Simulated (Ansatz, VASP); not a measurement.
Mo: VASP beside Ansatz

```
Mo
1.0
    -1.44532    1.44532    1.50816
     1.44532   -1.44532    1.50816
     1.44532    1.44532   -1.50816
Mo
1
Direct
  0.00000 0.00000 0.00000
```

Change from the starting cell: strain -0.080 along x and y, -0.040 along z, atoms carried along.

Alike in both runs: task single point; functional PBEsol; k mesh 22 × 22 × 22; occupations gaussian, width 0.15 eV; no spin polarisation.

|  | VASP | Ansatz |
| --- | --- | --- |
| version | VASP 6.6.1 | Ansatz 0.2.0 |
| potentials or method | VASP PAW PBE potentials, release 64 (Mo_sv), cutoff 520 eV | scalar-relativistic, plane waves, PAW |
| valence electrons in the cell | 14 | 14 |

|  | VASP | Ansatz | Ansatz less VASP |
| --- | --- | --- | --- |
| gap on the k mesh at the Fermi level (eV) | none | none | - |
| pressure (GPa) | 83.3 | 81.8 | -1.44 |
| traceless stress, the component that is largest in VASP (GPa) | -13.54 | -13.54 | -0.004 |

VASP's potentials were made for PBE, not for PBEsol. A gap of «none» marks a metal or a gap that the smearing closes. Both programs put the cell under a high pressure, so it lies far from rest at this level.

Noted on VASP's run: the cell as given lies far from equilibrium.
